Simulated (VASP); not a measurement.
# LiY16 (a cell with a defect) in VASP: single point with PBE

Aim: the single point of LiY16 (a cell with a defect) with PBE.

Program: VASP 6.6.1. These are calculated values, not measurements. Logs are shortened: lines on timing, memory, paths and dates and some standing lists are left out, and cuts for length are marked.

## (1) The cell of the first run

The cell holds a defect, 17 atoms: a = 7.300 Å, b = 6.322 Å, c = 11.468 Å, α = 90.00°, β = 90.00°, γ = 90.00°.

## (2) Single point, PBE

INCAR

```
PREC = Accurate ; ENCUT = 520
EDIFF = 1E-6 ; ISMEAR = 0
SIGMA = 0.05 ; LREAL = Auto
LASPH = True ; NELM = 80
ALGO = Normal ; ISIF = 2
LWAVE = False ; LCHARG = False
GGA = PE ; NBANDS = 104
```

KPOINTS

```
regular mesh
0
Gamma
  3 3 2
```

POSCAR

```
LiY16
1.0
   -3.6500000000     -6.3219850000      0.0000000000
    5.4750000000     -3.1609930000      0.0000000000
    0.0000000000      0.0000000000     11.4683000000
Y Li
16 1
Direct
    0.7086572872      0.4669287226     -0.0069679584
    0.5002277793      0.3230922843      0.2518032106
    0.7500509736      0.5031879913      0.4930667764
    0.5002151561      0.3231957440      0.7342376693
    0.5002997298     -0.0146858896     -0.0069569172
    0.2490278573      0.8339156578      0.2342669244
    0.5002488096     -0.0060281401      0.4930199592
    0.2489885497      0.8339764204      0.7517654085
    0.2917761898      0.4671551471     -0.0069511637
    0.0002511953      0.3420291806      0.2462450478
    0.2504175288      0.5031658462      0.4930641347
    0.0002305304      0.3419803664      0.7398676280
    0.0003508775      0.0741006919     -0.0069478058
    0.7514865880      0.8339224079      0.2342302754
    0.0002379583     -0.0007703533      0.4929527771
    0.7514994602      0.8340041875      0.7517776413
    0.0001606190      0.6743200650     -0.0071915577
```

Potentials or basis: VASP PAW PBE potentials, release 64 (Y_sv, Li_sv).

Launch:

```console
cat potpaw_PBE.64/Y_sv/POTCAR potpaw_PBE.64/Li_sv/POTCAR > POTCAR
mpirun -np 1 vasp_std > vasp.out
```

OUTCAR:

```text
PREC = Accurate
   ENCUT = 520
   EDIFF = 1E-6
   ISMEAR = 0
   LREAL = Auto
   LASPH = True
   NELM = 80
   ISIF = 2
   GGA = PE

 ion  position               nearest neighbor table
   1  0.709  0.467  0.993-  17 2.50   9 3.04  13 3.27   5 3.40   2 3.46   4 3.46   5 3.61  14 3.62
                            16 3.62  12 3.69  10 3.69   9 4.26
   2  0.500  0.323  0.252-   1 3.46   9 3.46   7 3.46  11 3.50   3 3.50   6 3.60  14 3.60  10 3.65
                            10 3.65   5 3.66   6 3.72  14 3.72
   3  0.750  0.503  0.493-   4 3.50   2 3.50  12 3.52  10 3.52   7 3.60  15 3.63  16 3.63  14 3.63
                            11 3.65  11 3.65  15 3.67   7 3.70
   4  0.500  0.323  0.734-   1 3.46   9 3.46   7 3.46  11 3.50   3 3.50   8 3.60  16 3.60  12 3.65
                            12 3.65   5 3.66   8 3.72  16 3.72
   5  0.500  0.985  0.993-   1 3.40   9 3.41  14 3.45  16 3.45   6 3.45   8 3.46   9 3.61   1 3.61
                             2 3.66   4 3.66  13 3.69  13 3.69
   6  0.249  0.834  0.234-   5 3.45  17 3.46   2 3.60  10 3.60   9 3.62  11 3.63  14 3.63  15 3.63
                             7 3.63  13 3.64  14 3.67  10 3.69   2 3.72
   7  0.500  0.994  0.493-   2 3.46   4 3.46   3 3.60  11 3.60   8 3.63  16 3.63   6 3.63  14 3.63
                            15 3.65  15 3.65  11 3.70   3 3.70
   8  0.249  0.834  0.752-   5 3.46  17 3.46   4 3.60  12 3.60   9 3.62  11 3.63  16 3.63   7 3.63
                            15 3.63  13 3.64  16 3.67  12 3.69   4 3.72
   9  0.292  0.467  0.993-  17 2.50   1 3.04  13 3.27   5 3.41   2 3.46   4 3.46   5 3.61   6 3.62
                             8 3.62  10 3.69  12 3.69   1 4.26
  10  0.000  0.342  0.246-  13 3.36  11 3.52   3 3.52  15 3.56   6 3.60  14 3.60   2 3.65   2 3.65
                             9 3.69   1 3.69  14 3.69   6 3.69
  11  0.250  0.503  0.493-   4 3.50   2 3.50  10 3.52  12 3.52   7 3.60  15 3.63   8 3.63   6 3.63
                             3 3.65   3 3.65  15 3.67   7 3.70
  12  0.000  0.342  0.740-  13 3.36   3 3.52  11 3.52  15 3.57   8 3.60  16 3.60   4 3.65   4 3.65
                             1 3.69   9 3.69  16 3.69   8 3.69
  13  0.000  0.074  0.993-  17 2.53   9 3.27   1 3.27  12 3.36  10 3.36   6 3.64   8 3.64  14 3.64
                            16 3.64   5 3.69   5 3.69
  14  0.751  0.834  0.234-   5 3.45  17 3.46   2 3.60  10 3.60   1 3.62   3 3.63   6 3.63  15 3.63
                             7 3.63  13 3.64   6 3.67  10 3.69   2 3.72
  15  0.000  0.999  0.493-  10 3.56  12 3.57   3 3.63  11 3.63   6 3.63  14 3.63   8 3.63  16 3.63
                             7 3.65   7 3.65  11 3.67   3 3.67
  16  0.751  0.834  0.752-   5 3.45  17 3.46   4 3.60  12 3.60   1 3.62   3 3.63   8 3.63   7 3.63
                            15 3.63  13 3.64   8 3.67  12 3.69   4 3.72
  17  0.000  0.674  0.993-   9 2.50   1 2.50  13 2.53  16 3.46   8 3.46  14 3.46   6 3.46

  LATTYP: Found a simple orthorhombic cell.
 ALAT       =     6.3219855857
 B/A-ratio  =     1.1547004518
 C/A-ratio  =     1.8140345062

  Lattice vectors:

 A1 = (  -5.4750000000,   3.1609930000,   0.0000000000)
 A2 = (  -3.6500000000,  -6.3219850000,   0.0000000000)
 A3 = (   0.0000000000,   0.0000000000,  11.4683000000)

Analysis of symmetry for initial positions (statically):
=====================================================================
 Subroutine PRICEL returns:
 Original cell was already a primitive cell.

 Routine SETGRP: Setting up the symmetry group for a
 simple orthorhombic supercell.

 Subroutine GETGRP returns: Found  1 space group operations
 (whereof  1 operations were pure point group operations)
 out of a pool of  8 trial point group operations.

The static configuration has the point symmetry C_1 .

Analysis of symmetry for dynamics (positions and initial velocities):
=====================================================================
 Subroutine PRICEL returns:
 Original cell was already a primitive cell.

 Routine SETGRP: Setting up the symmetry group for a
 simple orthorhombic supercell.

 Subroutine GETGRP returns: Found  1 space group operations
 (whereof  1 operations were pure point group operations)
 out of a pool of  8 trial point group operations.

The dynamic configuration has the point symmetry C_1 .

 Subroutine INISYM returns: Found  1 space group operations
 (whereof  1 operations are pure point group operations),
 and found     1 'primitive' translations

----------------------------------------------------------------------------------------

                                     Primitive cell

  volume of cell :     529.2677

  direct lattice vectors                    reciprocal lattice vectors
    -3.650000000 -6.321985000  0.000000000    -0.068493159 -0.118633621  0.000000000
[... 56 lines left out ...]
    -0.022831053 -0.039544540  0.000000000     0.333333333  0.000000000  0.000000000
     0.045662099 -0.026363027  0.000000000    -0.000000000  0.333333333  0.000000000
     0.000000000  0.000000000  0.043598441     0.000000000  0.000000000  0.500000000

  Length of vectors
     0.045662103  0.052726051  0.043598441

  Shift w.r.t. Gamma in fractional coordinates (k-lattice)
     0.000000000  0.000000000  0.000000000

 Subroutine IBZKPT returns following result:
 ===========================================

 Found     10 irreducible k-points:

 Following reciprocal coordinates:
            Coordinates               Weight
  0.000000  0.000000  0.000000      1.000000
  0.333333 -0.000000  0.000000      2.000000
 -0.000000  0.333333  0.000000      2.000000
  0.333333  0.333333  0.000000      2.000000
 -0.333333  0.333333  0.000000      2.000000
  0.000000  0.000000  0.500000      1.000000
  0.333333 -0.000000  0.500000      2.000000
 -0.000000  0.333333  0.500000      2.000000
  0.333333  0.333333  0.500000      2.000000
 -0.333333  0.333333  0.500000      2.000000
   k-points           NKPTS =     10   k-points in BZ     NKDIM =     10   number of bands    NBANDS=    104
   number of dos      NEDOS =    301   number of ions     NIONS =     17
   total plane-waves  NPLWV = 233280
   dimension x,y,z NGX =    54 NGY =   48 NGZ =   90
   dimension x,y,z NGXF=   108 NGYF=   96 NGZF=  180
   ions per type =              16   1
   NGX,Y,Z   is equivalent  to a cutoff of  12.30, 12.62, 13.05 a.u.
   NGXF,Y,Z  is equivalent  to a cutoff of  24.60, 25.24, 26.09 a.u.
 SYSTEM =  unknown system
   PREC   = accura    normal or accurate (medium, high low for compatibility)
   ISTART =      0    job   : 0-new  1-cont  2-samecut
   ICHARG =      2    charge: 1-file 2-atom 10-const
   ISPIN  =      1    spin polarized calculation?
   LNONCOLLINEAR =      F non collinear calculations
   LSORBIT =      F    spin-orbit coupling
   LASPH  =      T    aspherical Exc in radial PAW
   ENCUT  =  520.0 eV  38.22 Ry    6.18 a.u.  13.57 11.75 21.32*2*pi/ulx,y,z
   NELM   =     80;   NELMIN=  2; NELMDL= -5     # of ELM steps
   EDIFF  = 0.1E-05   stopping-criterion for ELM
   LREAL  =      T    real-space projection
   EDIFFG = 0.1E-04   stopping-criterion for IOM
   NSW    =      0    number of steps for IOM
[... 5 lines left out ...]
   TEBEG  =    0.0;   TEEND  =   0.0 temperature during run
   PSTRESS=    0.0 pullay stress
   NELECT =     179.0000    total number of electrons
   NUPDOWN=      -1.0000    fix difference up-down
   EMIN   =  10.00;   EMAX   =-10.00  energy-range for DOS
   EFERMI =   0.00;   METHOD = LEGACY
   ISMEAR =     0;   SIGMA  =   0.05  broadening in eV -4-tet -1-fermi 0-gaus
   EFERMI_NEDOS =   21; number of points for ismear=-14 and -15
   IALGO  =     38    algorithm
   IMIX   =      4    mixing-type and parameters
     AMIX     =   0.40;   BMIX     =  1.00
     AMIX_MAG =   1.60;   BMIX_MAG =  1.00
  volume/ion in A,a.u.               =      31.13       210.10
  Fermi-wavevector in a.u.,A,eV,Ry     =   1.140602  2.155425 17.700805  1.300972
  Thomas-Fermi vector in A             =   2.277304
   LORBIT       =      0    0 simple, 1 ext, 2 COOP (PROOUT), +10 PAW based schemes
   GGA     = PE    functional components
   LHFCALC =     F    Hartree Fock is set to
   AEXX    =    0.0000 exact exchange contribution
   IVDW    =     0    specifies the selected vdW correction
   LEPSILON=     F    determine dielectric tensor
   LRPA    =     F    only Hartree local field effects (RPA)
 non-spin polarized calculation
 Gauss-broadening in eV      SIGMA  =   0.05
  energy-cutoff  :      520.00
  volume of cell :      529.27
 maximum number of plane-waves:     14281
 NGX is ok and might be reduce to    54
   NGX = 27   NGY = 23   NGZ = 43

 number of electron     179.0000000 magnetization

 Free energy of the ion-electron system (eV)
  ---------------------------------------------------
  ext. energy  EPLUGINS =         0.00000000
  ---------------------------------------------------
  free energy    TOTEN  =      -103.48925104 eV

  energy without entropy =     -103.44747341  energy(sigma->0) =     -103.46836222

 E-fermi :   3.0307     XC(G=0):  -9.4605

 val. band max:        3.0197081496   @ k =   0.0000   0.0000   0.0000
 cond. band min:       3.0523527117   @ k =  -0.0000   0.3333   0.5000
 fundamental gap:      0.0326445620
 Fermi energy:         3.0307014762

 k-point     1 :       0.0000    0.0000    0.0000
  band No.  band energies     occupation
      1     -43.0820      2.00000
      2     -39.7202      2.00000
      3     -39.6709      2.00000
      4     -39.6684      2.00000
      5     -39.6486      2.00000
      6     -39.6477      2.00000
[... 1029 lines left out ...]
    100       4.0291      0.00000
    101       4.0985      0.00000
 [bands above 101 left out]

------------------------ aborting loop because EDIFF is reached ----------------------------------------

  FORCE on cell =-STRESS in cart. coord.  units (eV):
  Direction    XX          YY          ZZ          XY          YZ          ZX
  --------------------------------------------------------------------------------------
  -------------------------------------------------------------------------------------
  Total        5.9600984      6.3607448     -3.3230473      0.3382857      0.0019005     -0.0045817
  in kB       18.0421642     19.2549843    -10.0593918      1.0240445      0.0057531     -0.0138694
  external PRESSURE =       9.0792522 kB  Pullay stress =       0.0000000 kB

 VOLUME and BASIS-vectors are now :
 -----------------------------------------------------------------------------
  energy-cutoff  :      520.00
  volume of cell :      529.27
      direct lattice vectors                 reciprocal lattice vectors
    -3.650000000 -6.321985000  0.000000000    -0.068493159 -0.118633621  0.000000000
     5.475000000 -3.160993000  0.000000000     0.136986296 -0.079089080  0.000000000
     0.000000000  0.000000000 11.468300000     0.000000000  0.000000000  0.087196882

 POSITION                                       TOTAL-FORCE (eV/Angst)
 -----------------------------------------------------------------------------------
     -0.03016     -5.95608     11.38839        -0.001828      0.001482      0.000116
     -0.05690     -4.18372      2.88775         0.001612     -0.000841     -0.000364
      0.01727     -6.33238      5.65464         0.000248     -0.000006     -0.001474
     -0.05629     -4.18397      8.42046         0.000747     -0.000453      0.002819
      3.56850     -6.27746     11.38852         0.004436     -0.001074     -0.002307
      3.65674     -4.21035      2.68664         0.000304     -0.000185      0.000510
[... 9 lines left out ...]
      1.82320     -7.38725      8.62161        -0.000098      0.000464      0.001090
      3.69132     -2.13254     11.38583        -0.005902      0.003069     -0.002637
 -----------------------------------------------------------------------------------
    total drift:                               -0.003771      0.001969     -0.006054

  FREE ENERGIE OF THE ION-ELECTRON SYSTEM (eV)
  ---------------------------------------------------
  free  energy   TOTEN  =      -103.4892510406 eV

  energy  without entropy=     -103.4474734080  energy(sigma->0) =     -103.46836222
```

It took 56 min on 1 thread of Intel Xeon 8259CL, shared host; peak memory 0.73 GiB.

What came out:

```yaml
Free_energy: -103.4893 eV
Largest_force: 0.007 eV/Å
Band_gap_on_the_k_mesh: zero (an odd number of electrons rules out a gap without spin polarisation)
```

Forces on the atoms (eV/Å):
```
Y   -0.002  0.001  0.000
Y    0.002 -0.001  0.000
Y    0.000  0.000 -0.001
Y    0.001  0.000  0.003
Y    0.004 -0.001 -0.002
Y    0.000  0.000  0.001
Y    0.001 -0.001  0.000
Y    0.000 -0.001  0.001
Y   -0.007  0.001  0.000
Y   -0.001  0.001 -0.004
Y    0.000  0.000 -0.001
Y    0.000  0.000  0.002
Y    0.006 -0.002  0.001
Y    0.000  0.000  0.001
Y    0.000  0.000  0.002
Y    0.000  0.000  0.001
Li  -0.006  0.003 -0.003
```

Levels at points of the mesh, in eV from the Fermi level:
```
           k point  band 88  band 89  band 90  band 91  band 92  band 93
(0.00, 0.00, 0.00)    -0.04    -0.01     0.05     0.07     0.13     0.17
(0.00, 0.00, 0.50)    -0.19    -0.18    -0.06    -0.05    -0.02     0.05
```

Caveat: the cutoff is under 1.25 times the usual one of these potentials, so pressure, stress and relaxed cells hold a basis-set (Pulay) error.

The gap in the log of VASP goes by the Fermi energy; the results here count the filled bands.